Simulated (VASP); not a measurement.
Write the native input for VASP 6.6.1 that does the following.

| Property | Result |
| --- | --- |
| Task | single point |
| Functional | LDA |
| Potentials or basis | VASP PAW LDA potentials, release 64 (Bi_d) |
| Cutoff | 520 eV |
| k mesh | 11 × 11 × 11 |
| Occupations | fermi-dirac, width 0.03 eV |
| Spin | no spin polarisation |
| Dipole correction | no |
| Further INCAR settings | ALGO = Normal; EDIFF = 1e-07; NBANDS = 22 |

The structure of Bi lies in POSCAR:

```
Bi
1.0
    2.3184596720      1.3385633157      3.9540000000
   -2.3184596720      1.3385633157      3.9540000000
    0.0000000000     -2.6771266314      3.9540000000
Bi
2
Direct
    0.2338900000      0.2338900000      0.2338900000
    0.7661100000      0.7661100000      0.7661100000
```

This cell differs from its parent crystal: equal xx and yy strain of +2 %.

One way to write it, as run:

INCAR

```
PREC = Accurate
ENCUT = 520
EDIFF = 1E-7
ISMEAR = -1
SIGMA = 0.03
LREAL = False
LASPH = True
NELM = 60
ALGO = Normal
ISIF = 2
LWAVE = False
LCHARG = False
NBANDS = 22
```

KPOINTS

```
regular mesh
0
Gamma
  11 11 11
```

Potentials or basis: VASP PAW LDA potentials, release 64 (Bi_d).

The run is started by

```sh
$ cat potpaw_LDA.64/Bi_d/POTCAR > POTCAR
$ mpirun -np 1 vasp_std > vasp.out
```

Results of the run:

```json
{
 "Pressure": "-3.5 GPa",
 "Largest force": "0.070 eV/Å",
 "Band gap on the k mesh": "zero (band 15 reaches 5.49 eV, above the bottom of band 16 at 5.46 eV)"
}
```

Caveat: the cell differs from its parent crystal (equal xx and yy strain of +2 %); spin-orbit coupling is left out, which moves the levels of the heavy elements.

Wall time 120 s on 1 thread of Intel(R) Xeon(R) Platinum 8488C (Sapphire Rapids), on a shared host, peak memory 0.29 GiB.
